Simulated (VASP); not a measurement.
Input of a VASP 6.6.1 run:

INCAR

```
SYSTEM = As
PREC = Accurate ; ENCUT = 520
EDIFF = 1E-7 ; ISMEAR = 0
SIGMA = 0.02 ; LREAL = .False.
LASPH = .True. ; NELM = 60
ALGO = Normal ; ISIF = 2
LWAVE = .False. ; LCHARG = .True.
LDIPOL = .True. ; IDIPOL = 3
DIPOL = 0.5 0.5 0.500 ; LELF = .True.
LVHAR = .True. ; LVACPOTAV = .True.
NBANDS = 12
```

The input KPOINTS:

```
regular mesh
0
Gamma
  9 9 1
  0 0 0
```

The input POSCAR:

```
As
1.0
    3.6330000000      0.0000000000      0.0000000000
   -1.8165000000      3.1462702920      0.0000000000
    0.0000000000      0.0000000000     28.0000000000
As
2
Direct
    0.3333333333      0.6666666667      0.5000000000
    0.6666666667      0.3333333333      0.5000000000
```

Potentials or basis: VASP PAW LDA potentials, release 64 (As).

The run is started by

```sh
$ cat potpaw_LDA.64/As/POTCAR > POTCAR
$ mpirun -np 1 vasp_std > vasp.out
```

Task: Predict the band gap on the k mesh.

Result: Zero (band 5 reaches -2.74 eV, above the bottom of band 6 at -3.59 eV).

Task: What does it give for the work function of the lower face?

Result: 4.35 eV.

Task: Estimate the work function of the upper face.

Result: 4.35 eV.
